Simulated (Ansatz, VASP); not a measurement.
One calculation of Li2O, two programs

INCAR

```
PREC = Accurate
ENCUT = 750
EDIFF = 1E-6
ISMEAR = 0
SIGMA = 0.1
LREAL = F
LASPH = T
NELM = 120
ALGO = Normal
ISIF = 2
LWAVE = F
LCHARG = F
GGA = PE
NBANDS = 13
GGA_COMPAT = F
```

The input KPOINTS:

```
Automatic mesh
0
Gamma
  6 6 6
```

File POSCAR:

```
Li2O
1.0
    0.0000000000      2.3094999800      2.3094999800
    2.3094999800      0.0000000000      2.3094999800
    2.3094999800      2.3094999800      0.0000000000
Li O
2 1
Direct
    0.2500000000      0.2500000000      0.2500000000
    0.7500000000      0.7500000000      0.7500000000
    0.0000000000      0.0000000000      0.0000000000
```

Input for Ansatz:

```yaml
crystal:
  lattice:
    - [0.0, 2.30949998, 2.30949998]
    - [2.30949998, 0.0, 2.30949998]
    - [2.30949998, 2.30949998, 0.0]
  atoms:
    - { symbol: Li, position: [0.25, 0.25, 0.25] }
    - { symbol: Li, position: [0.75, 0.75, 0.75] }
    - { symbol: O, position: [0.0, 0.0, 0.0] }
basis:
  ecutwfc: 420
kpoints:
  mp_grid: { grid: [6, 6, 6] }
hamiltonian:
  xc: pbe
scf:
  occupations: { method: gaussian, width: 0.1 }
  lower_state_search: "off"
output:
  forces: true
  stress: true
  eigenvalues: true
```

Alike in both runs: task single point; functional PBE; k mesh 6 × 6 × 6; occupations gaussian, width 0.1 eV; no spin polarisation.

|  | VASP | Ansatz |
| --- | --- | --- |
| version | VASP 6.6.1 | Ansatz 0.2.0 |
| potentials or method | VASP PAW PBE potentials, release 64 (Li_sv, O), cutoff 750 eV | scalar-relativistic, plane waves, PAW |
| valence electrons in the cell | 12 | 12 |

VASP gave:

```
gap on the k mesh at the Fermi level (eV) : 4.98
least direct gap on the mesh (eV)         : 5.27
pressure (GPa)                            : 0.0
```

Q: Which values does Ansatz return?

A: gap on the k mesh at the Fermi level (eV): 4.99; least direct gap on the mesh (eV): 5.27; pressure (GPa): 0.4.
